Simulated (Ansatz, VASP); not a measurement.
# One calculation of AlN, two programs

INCAR

```
SYSTEM = AlN
ALGO     = Normal         ! electronic algorithm
EDIFF    = 1E-7           ! SCF threshold, eV
ENCUT    = 520            ! plane-wave cutoff, eV
GGA      = PS             ! functional
ISIF     = 2              ! what is computed and relaxed
ISMEAR   = 0              ! smearing method
LASPH    = .True.         ! aspherical terms in the spheres
LCHARG   = .True.         ! write CHGCAR
LELF     = .True.         ! ELF
LREAL    = .False.        ! projectors in reciprocal space
LVHAR    = .True.       
LWAVE    = .False.        ! write WAVECAR
NBANDS   = 16             ! bands
NELM     = 60             ! most SCF steps
PREC     = Accurate       ! precision mode
SIGMA    = 0.05           ! smearing width, eV
```

KPOINTS

```
k-points
0
Gamma
  9 9 6
  0 0 0
```

POSCAR

```
AlN
1.0
    3.3015780391      0.0000000000      0.0000000000
   -1.6507890196      2.8592504545      0.0000000000
    0.0000000000      0.0000000000      4.1826000000
Al N
2 2
Direct
    0.3333333333      0.6666666667      0.7500000000
    0.6666666667      0.3333333333      0.2500000000
    0.3333333333      0.6666666667      0.2500000000
    0.6666666667      0.3333333333      0.7500000000
```

Input for Ansatz:

```yaml
crystal:
  lattice:
    - [3.3015780391, 0.0, 0.0]
    - [-1.6507890196, 2.8592504545, 0.0]
    - [0.0, 0.0, 4.1826]
  atoms:
    - { symbol: Al, position: [0.3333333333, 0.6666666667, 0.75] }
    - { symbol: Al, position: [0.6666666667, 0.3333333333, 0.25] }
    - { symbol: "N", position: [0.3333333333, 0.6666666667, 0.25] }
    - { symbol: "N", position: [0.6666666667, 0.3333333333, 0.75] }
basis:
  ecutwfc: 520.0
kpoints:
  mp_grid: { grid: [9, 9, 6] }
hamiltonian:
  xc: pbesol
scf:
  occupations: { method: gaussian, width: 0.05 }
output:
  forces: true
  stress: true
  eigenvalues: true
```

Alike in both runs: task single point; functional PBEsol; k mesh 9 × 9 × 6; occupations gaussian, width 0.05 eV; no spin polarisation.

|  | VASP | Ansatz |
| --- | --- | --- |
| version | VASP 6.6.1 | Ansatz 0.2.0 |
| potentials or method | VASP PAW PBE potentials, release 64 (Al, N), cutoff 520 eV | scalar-relativistic, plane waves, PAW |
| valence electrons in the cell | 16 | 16 |

Ansatz gave:

| Property | Result |
| --- | --- |
| gap on the k mesh at the Fermi level (eV) | 3.23 |
| least direct gap on the mesh (eV) | 3.23 |
| pressure (GPa) | -1.8 |
| traceless stress, the component that is largest in VASP (GPa) | -1.03 |

Q: Estimate VASP's values.

A: gap on the k mesh at the Fermi level (eV): 3.24; least direct gap on the mesh (eV): 3.24; pressure (GPa): -1.9; traceless stress, the component that is largest in VASP (GPa): -1.07.

VASP's potentials were made for PBE, not for PBEsol.
